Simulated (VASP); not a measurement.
# K (Im-3m) in VASP: a series of runs

K is run at these levels: PBE; tasks: single point, relaxation of cell and atoms.

Everything below comes from runs of VASP 6.6.1. Logs are shortened: lines on timing, memory, paths and dates and some standing lists are left out, and cuts for length are marked.

### 1 The cell of the first run

Symmetry: Im-3m, No. 229, cubic system. Conventional cell: a = 5.294 Å, b = 5.294 Å, c = 5.294 Å, α = 90.00°, β = 90.00°, γ = 90.00°.

### 2 Single point, PBE

INCAR

```
SYSTEM = K
  ALGO = Normal
  EDIFF = 1E-6
  ENCUT = 500
  GGA = PE
  GGA_COMPAT = .False.
  ISIF = 2
  ISMEAR = -1
  LASPH = .True.
  LCHARG = .True.
  LELF = .True.
  LREAL = .False.
  LVHAR = .True.
  LWAVE = .False.
  NBANDS = 10
  NELM = 120
  PREC = Accurate
  SIGMA = 0.05
```

KPOINTS

```
k-points
0
Gamma
  6 6 6
  0 0 0
```

POSCAR

```
K
1.0
   -2.6469597672      2.6469597672      2.6469597672
    2.6469597672     -2.6469597672      2.6469597672
    2.6469597672      2.6469597672     -2.6469597672
K
1
Direct
    0.0000000000      0.0000000000      0.0000000000
```

Potentials or basis: VASP PAW PBE potentials, release 64 (K_sv).

Started as:

```console
> cat potpaw_PBE.64/K_sv/POTCAR > POTCAR
> mpirun -np 1 vasp_std > vasp.out
```

OUTCAR:

```text
SYSTEM = K
   EDIFF = 1E-6
   ENCUT = 500
   GGA = PE
   ISIF = 2
   ISMEAR = -1
   LASPH = .True.
   LREAL = .False.
   NELM = 120
   PREC = Accurate

 ion  position               nearest neighbor table
   1  0.000  0.000  0.000-

  LATTYP: Found a body centered cubic cell.
 ALAT       =     5.2939195344

  Lattice vectors:

 A1 = (  -2.6469597672,   2.6469597672,   2.6469597672)
 A2 = (   2.6469597672,  -2.6469597672,   2.6469597672)
 A3 = (   2.6469597672,   2.6469597672,  -2.6469597672)

Analysis of symmetry for initial positions (statically):
=====================================================================
 Subroutine PRICEL returns:
 Original cell was already a primitive cell.

 Routine SETGRP: Setting up the symmetry group for a
 body centered cubic supercell.

 Subroutine GETGRP returns: Found 48 space group operations
 (whereof 48 operations were pure point group operations)
 out of a pool of 48 trial point group operations.

The static configuration has the point symmetry O_h .

Analysis of symmetry for dynamics (positions and initial velocities):
=====================================================================
 Subroutine PRICEL returns:
 Original cell was already a primitive cell.

 Routine SETGRP: Setting up the symmetry group for a
 body centered cubic supercell.

 Subroutine GETGRP returns: Found 48 space group operations
 (whereof 48 operations were pure point group operations)
 out of a pool of 48 trial point group operations.

The dynamic configuration has the point symmetry O_h .

 Subroutine INISYM returns: Found 48 space group operations
 (whereof 48 operations are pure point group operations),
 and found     1 'primitive' translations

----------------------------------------------------------------------------------------

                                     Primitive cell

  volume of cell :      74.1826

  direct lattice vectors                    reciprocal lattice vectors
    -2.646959767  2.646959767  2.646959767     0.000000000  0.188895958  0.188895958
     2.646959767 -2.646959767  2.646959767     0.188895958  0.000000000  0.188895958
     2.646959767  2.646959767 -2.646959767     0.188895958  0.188895958  0.000000000

  length of vectors
     4.584668802  4.584668802  4.584668802     0.267139225  0.267139225  0.267139225

  position of ions in fractional coordinates (direct lattice)
     0.000000000  0.000000000  0.000000000

  ion indices of the primitive-cell ions
   primitive index   ion index
                 1           1

----------------------------------------------------------------------------------------

 KPOINTS: k-points

Automatic generation of k-mesh.
 Grid dimensions read from file:
 generate k-points for:    6    6    6

 Generating k-lattice:

  Cartesian coordinates                     Fractional coordinates (reciprocal lattice)
     0.000000000  0.031482660  0.031482660     0.166666667  0.000000000  0.000000000
     0.031482660  0.000000000  0.031482660     0.000000000  0.166666667  0.000000000
     0.031482660  0.031482660  0.000000000     0.000000000  0.000000000  0.166666667

  Length of vectors
     0.044523204  0.044523204  0.044523204

  Shift w.r.t. Gamma in fractional coordinates (k-lattice)
     0.000000000  0.000000000  0.000000000

 Subroutine IBZKPT returns following result:
 ===========================================

 Found     16 irreducible k-points:

 Following reciprocal coordinates:
            Coordinates               Weight
  0.000000  0.000000  0.000000      1.000000
  0.166667  0.000000  0.000000     12.000000
  0.333333  0.000000  0.000000     12.000000
  0.500000  0.000000  0.000000      6.000000
  0.166667  0.166667  0.000000     24.000000
  0.333333  0.166667 -0.000000     48.000000
[... 8 lines left out ...]
  0.500000  0.500000  0.333333     12.000000
  0.500000  0.500000  0.500000      1.000000
   k-points           NKPTS =     16   k-points in BZ     NKDIM =     16   number of bands    NBANDS=     10
   number of dos      NEDOS =    301   number of ions     NIONS =      1
   total plane-waves  NPLWV =  46656
   dimension x,y,z NGX =    36 NGY =   36 NGZ =   36
   dimension x,y,z NGXF=    72 NGYF=   72 NGZF=   72
   ions per type =               1
   NGX,Y,Z   is equivalent  to a cutoff of  13.05, 13.05, 13.05 a.u.
   NGXF,Y,Z  is equivalent  to a cutoff of  26.11, 26.11, 26.11 a.u.
 SYSTEM =  K
   PREC   = accura    normal or accurate (medium, high low for compatibility)
   ISTART =      0    job   : 0-new  1-cont  2-samecut
   ICHARG =      2    charge: 1-file 2-atom 10-const
   ISPIN  =      1    spin polarized calculation?
   LNONCOLLINEAR =      F non collinear calculations
   LSORBIT =      F    spin-orbit coupling
   LASPH  =      T    aspherical Exc in radial PAW
   ENCUT  =  500.0 eV  36.75 Ry    6.06 a.u.   8.36  8.36  8.36*2*pi/ulx,y,z
   NELM   =    120;   NELMIN=  2; NELMDL= -5     # of ELM steps
   EDIFF  = 0.1E-05   stopping-criterion for ELM
   LREAL  =      F    real-space projection
   EDIFFG = 0.1E-04   stopping-criterion for IOM
   NSW    =      0    number of steps for IOM
   IBRION =     -1    ionic relax: 0-MD 1-quasi-New 2-CG
   NFREE  =      0    steps in history (QN), initial steepest desc. (CG)
   ISIF   =      2    stress and relaxation
   ISYM   =      2    0-nonsym 1-usesym 2-fastsym
   POTIM  = 0.5000    time-step for ionic-motion
   TEBEG  =    0.0;   TEEND  =   0.0 temperature during run
   PSTRESS=    0.0 pullay stress
   NELECT =       9.0000    total number of electrons
   NUPDOWN=      -1.0000    fix difference up-down
   EMIN   =  10.00;   EMAX   =-10.00  energy-range for DOS
   EFERMI =   0.00;   METHOD = LEGACY
   ISMEAR =    -1;   SIGMA  =   0.05  broadening in eV -4-tet -1-fermi 0-gaus
   EFERMI_NEDOS =   21; number of points for ismear=-14 and -15
   IALGO  =     38    algorithm
   IMIX   =      4    mixing-type and parameters
     AMIX     =   0.40;   BMIX     =  1.00
     AMIX_MAG =   1.60;   BMIX_MAG =  1.00
  volume/ion in A,a.u.               =      74.18       500.61
  Fermi-wavevector in a.u.,A,eV,Ry     =   0.810441  1.531512  8.936516  0.656815
  Thomas-Fermi vector in A             =   1.919618
   LORBIT       =      0    0 simple, 1 ext, 2 COOP (PROOUT), +10 PAW based schemes
   GGA     = PE    functional components
   LHFCALC =     F    Hartree Fock is set to
   AEXX    =    0.0000 exact exchange contribution
   IVDW    =     0    specifies the selected vdW correction
   LEPSILON=     F    determine dielectric tensor
   LRPA    =     F    only Hartree local field effects (RPA)
 non-spin polarized calculation
  energy-cutoff  :      500.00
  volume of cell :       74.18
 maximum number of plane-waves:      1926
 NGX is ok and might be reduce to    36
   NGX = 17   NGY = 17   NGZ = 17

 number of electron       9.0000002 magnetization

 Free energy of the ion-electron system (eV)
  ---------------------------------------------------
  ext. energy  EPLUGINS =         0.00000000
  ---------------------------------------------------
  free energy    TOTEN  =        -1.03583101 eV

  energy without entropy =       -1.02039475  energy(sigma->0) =       -1.02811288

 E-fermi :  -0.1179     XC(G=0):  -5.6305

 val. band max:       -0.3817686629   @ k =   0.1667   0.1667   0.1667
 cond. band min:      -0.1054029764   @ k =   0.3333   0.1667  -0.0000
 fundamental gap:      0.2763656865
 Fermi energy:        -0.1179126077

 k-point     1 :       0.0000    0.0000    0.0000
  band No.  band energies     occupation
      1     -32.2748      2.00000
      2     -15.7248      2.00000
      3     -15.7248      2.00000
      4     -15.7248      2.00000
      5      -2.2826      2.00000
      6       4.1472      0.00000
      7       4.1472      0.00000
      8       4.1472      0.00000
      9       5.0521      0.00000
     10       5.0521      0.00000

 k-point     2 :       0.1667    0.0000    0.0000
  band No.  band energies     occupation
      1     -32.2738      2.00000
      2     -15.7414      2.00000
      3     -15.7304      2.00000
      4     -15.7248      2.00000
      5      -1.9431      2.00000
      6       3.5158      0.00000
      7       3.7702      0.00000
      8       4.4170      0.00000
      9       4.8081      0.00000
     10       4.9926      0.00000

 k-point     3 :       0.3333    0.0000    0.0000
  band No.  band energies     occupation
      1     -32.2718      2.00000
      2     -15.7741      2.00000
      3     -15.7415      2.00000
      4     -15.7247      2.00000
      5      -0.9844      2.00000
      6       2.0123      0.00000
      7       3.2344      0.00000
      8       4.8879      0.00000
      9       5.1064      0.00000
     10       5.1946      0.00000

 k-point     4 :       0.5000    0.0000    0.0000
  band No.  band energies     occupation
      1     -32.2708      2.00000
      2     -15.7902      2.00000
      3     -15.7470      2.00000
      4     -15.7247      2.00000
      5       0.3082      0.00040
      6       0.5456      0.00000
      7       3.0237      0.00000
      8       4.7087      0.00000
      9       5.5767      0.00000
     10       5.7699      0.00000
[... 118 lines left out ...]
 k-point    14 :      -0.3333    0.3333    0.3333
  band No.  band energies     occupation
      1     -32.2693      2.00000
      2     -15.7679      2.00000
      3     -15.7598      2.00000
      4     -15.7598      2.00000
      5       0.1539      0.00867
      6       2.0747      0.00000
      7       3.2710      0.00000
      8       3.2710      0.00000
      9       3.8860      0.00000
     10       5.5343      0.00000

 k-point    15 :       0.5000    0.5000    0.3333
  band No.  band energies     occupation
      1     -32.2685      2.00000
      2     -15.7767      2.00000
      3     -15.7660      2.00000
      4     -15.7605      2.00000
      5       1.1509      0.00000
      6       1.3730      0.00000
      7       2.8628      0.00000
      8       3.2479      0.00000
      9       4.0250      0.00000
     10       5.9791      0.00000

 k-point    16 :       0.5000    0.5000    0.5000
  band No.  band energies     occupation
      1     -32.2677      2.00000
      2     -15.7723      2.00000
      3     -15.7723      2.00000
      4     -15.7723      2.00000
      5       1.5392      0.00000
      6       1.5392      0.00000
      7       3.3164      0.00000
      8       3.3164      0.00000
      9       3.3164      0.00000
     10       5.3249      0.00000

------------------------ aborting loop because EDIFF is reached ----------------------------------------

  FORCE on cell =-STRESS in cart. coord.  units (eV):
  Direction    XX          YY          ZZ          XY          YZ          ZX
  --------------------------------------------------------------------------------------
  -------------------------------------------------------------------------------------
  Total       -0.0004654     -0.0004654     -0.0004654      0.0000000     -0.0000000     -0.0000000
  in kB       -0.0100521     -0.0100521     -0.0100521      0.0000000     -0.0000000     -0.0000000
  external PRESSURE =      -0.0100521 kB  Pullay stress =       0.0000000 kB

 VOLUME and BASIS-vectors are now :
 -----------------------------------------------------------------------------
  energy-cutoff  :      500.00
  volume of cell :       74.18
      direct lattice vectors                 reciprocal lattice vectors
    -2.646959767  2.646959767  2.646959767     0.000000000  0.188895958  0.188895958
     2.646959767 -2.646959767  2.646959767     0.188895958  0.000000000  0.188895958
     2.646959767  2.646959767 -2.646959767     0.188895958  0.188895958  0.000000000

 POSITION                                       TOTAL-FORCE (eV/Angst)
 -----------------------------------------------------------------------------------
      0.00000      0.00000      0.00000         0.000000      0.000000     -0.000000
 -----------------------------------------------------------------------------------
    total drift:                               -0.000000      0.000000      0.000000

  FREE ENERGIE OF THE ION-ELECTRON SYSTEM (eV)
  ---------------------------------------------------
  free  energy   TOTEN  =        -1.0358310089 eV

  energy  without entropy=       -1.0203947458  energy(sigma->0) =       -1.02811288
```

Run time: 21 s. Hardware: 1 thread of Intel Xeon 8259CL, shared host; peak memory 0.2 GiB.

Results:

- Free energy: -1.0358 eV
- Pressure: 0.0 GPa

### 3 Relaxation of cell and atoms, PBE

This run uses another cell than the first one, of 71.32 Å³/atom, 0.961 times its volume.

INCAR

```
SYSTEM = K
  PREC = Accurate
  ENCUT = 500
  EDIFF = 1E-7
  ISMEAR = -1
  SIGMA = 0.05
  LREAL = .FALSE.
  LASPH = .TRUE.
  NELM = 120
  ALGO = Normal
  ISIF = 3
  LWAVE = .FALSE.
  LCHARG = .FALSE.
  GGA = PE
  IBRION = 2
  NSW = 80
  EDIFFG = -0.01
  GGA_COMPAT = .FALSE.
  NELMIN = 4
```

KPOINTS

```
Automatic mesh
0
G
  6 6 6
  0 0 0
```

POSCAR

```
K
1.0
   -2.6125000000      2.6125000000      2.6125000000
    2.6125000000     -2.6125000000      2.6125000000
    2.6125000000      2.6125000000     -2.6125000000
K
1
Direct
    0.0000000000      0.0000000000      0.0000000000
```

Potentials or basis: VASP PAW PBE potentials, release 64 (K_sv).

Started as:

```console
> cat potpaw_PBE.64/K_sv/POTCAR > POTCAR
> mpirun -np 1 vasp_std > vasp.out
```

Run time: 49 s. Hardware: 1 thread of Intel Xeon 8259CL, shared host; peak memory 0.2 GiB.

The run converged. Its results:

```yaml
Free_energy: -1.0356 eV
Relaxed_volume: 74.04 Å³/atom
Relaxed_cell: a = 4.582 Å, b = 4.582 Å, c = 4.582 Å, α = 109.47°, β = 109.47°, γ = 109.47°
Space_group_after_relaxing_to_0.05_Å: Im-3m (No. 229)
Energy_gained_by_relaxing: 1.2 meV/atom
Ionic_steps: 3
Pressure_after_relaxing: 0.0 GPa
```

Step by step:
| step | energy change (eV) | largest force (eV/Å) | pressure (GPa) | volume (Å³) |
| --- | --- | --- | --- | --- |
| 1 | 0.0000 | 0.0000 | 0.15 | 71.32 |
| 2 | -0.0005 | 0.0000 | 0.11 | 72.00 |
| 3 | -0.0012 | 0.0000 | 0.00 | 74.04 |

Final structure:
```
K
1.0
    -2.64523    2.64523    2.64523
     2.64523   -2.64523    2.64523
     2.64523    2.64523   -2.64523
K
1
Direct
  0.00000 0.00000 0.00000
```

Levels at points of the mesh, in eV from the Fermi level:
| k point | band 1 | band 2 | band 3 | band 4 | band 5 | band 6 | band 7 | band 8 |
| --- | --- | --- | --- | --- | --- | --- | --- | --- |
| (0.00, 0.00, 0.00) | -32.16 | -15.61 | -15.61 | -15.61 | -2.17 | 4.27 | 4.27 | 4.27 |
| (0.50, 0.00, 0.00) | -32.15 | -15.67 | -15.63 | -15.61 | 0.43 | 0.66 | 3.14 | 4.83 |
| (0.50, 0.50, 0.50) | -32.15 | -15.65 | -15.65 | -15.65 | 1.66 | 1.66 | 3.44 | 3.44 |

### 4 Relaxation of cell and atoms, PBE

INCAR

```
  ALGO = Normal
  EDIFF = 1E-7
  EDIFFG = -0.01
  ENCUT = 500
  GGA = PE
  GGA_COMPAT = F
  IBRION = 2
  ISIF = 3
  ISMEAR = -1
  LASPH = T
  LCHARG = F
  LREAL = F
  LWAVE = F
  NELM = 120
  NELMIN = 4
  NSW = 80
  PREC = Accurate
  SIGMA = 0.05
```

KPOINTS

```
k-points
0
Gamma
  6 6 6
```

POSCAR

```
K
1.0
   -2.6469597672      2.6469597672      2.6469597672
    2.6469597672     -2.6469597672      2.6469597672
    2.6469597672      2.6469597672     -2.6469597672
K
1
Direct
    0.0000000000      0.0000000000      0.0000000000
```

Started as:

```console
> cat potpaw_PBE.64/K_sv/POTCAR > POTCAR
> mpirun -np 1 vasp_std > vasp.out
```

It took 18 s on 1 thread of Intel Xeon 8259CL, shared host; peak memory 0.19 GiB.

The run converged. Its results:

```yaml
Free_energy: -1.0358 eV
Pressure_after_relaxing: 0.0 GPa
```

Final structure:
```xyz
1
Lattice="-2.6470 2.6470 2.6470 2.6470 -2.6470 2.6470 2.6470 2.6470 -2.6470" Properties=species:S:1:pos:R:3 pbc="T T T"
K     0.0000    0.0000    0.0000
```

Levels at points of the mesh, in eV from the Fermi level:
| k point | band 1 | band 2 | band 3 | band 4 | band 5 | band 6 | band 7 | band 8 |
| --- | --- | --- | --- | --- | --- | --- | --- | --- |
| (0.00, 0.00, 0.00) | -32.16 | -15.61 | -15.61 | -15.61 | -2.16 | 4.27 | 4.27 | 4.27 |
| (0.50, 0.00, 0.00) | -32.15 | -15.67 | -15.63 | -15.61 | 0.43 | 0.66 | 3.14 | 4.83 |
| (0.50, 0.50, 0.50) | -32.15 | -15.65 | -15.65 | -15.65 | 1.66 | 1.66 | 3.43 | 3.43 |

Caveat: the relaxation stopped at its first step, so nothing moved.

### 5 Summary

| task | cell | gap on the mesh (eV) | pressure (GPa) |
| --- | --- | --- | --- |
| single point | a = 4.585 Å, angles 109.5°, 1 atom | none | 0.0 |
| relaxation of cell and atoms | relaxed from a = 4.525 Å, angles 109.5°, 1 atom | none | 0.0 |
| relaxation of cell and atoms | relaxed from a = 4.585 Å, angles 109.5°, 1 atom | none | 0.0 |

Alike in all rows: level PBE; potentials or basis VASP PAW PBE potentials, release 64 (K_sv); no spin polarisation; k mesh 6 × 6 × 6; cutoff (eV) 500; smearing fermi-dirac 0.05 eV.

Caveats: the relaxation stopped at its first step, so nothing moved (some runs).

Total energies depend on the potentials used, so only differences within one code and one set of settings carry meaning.
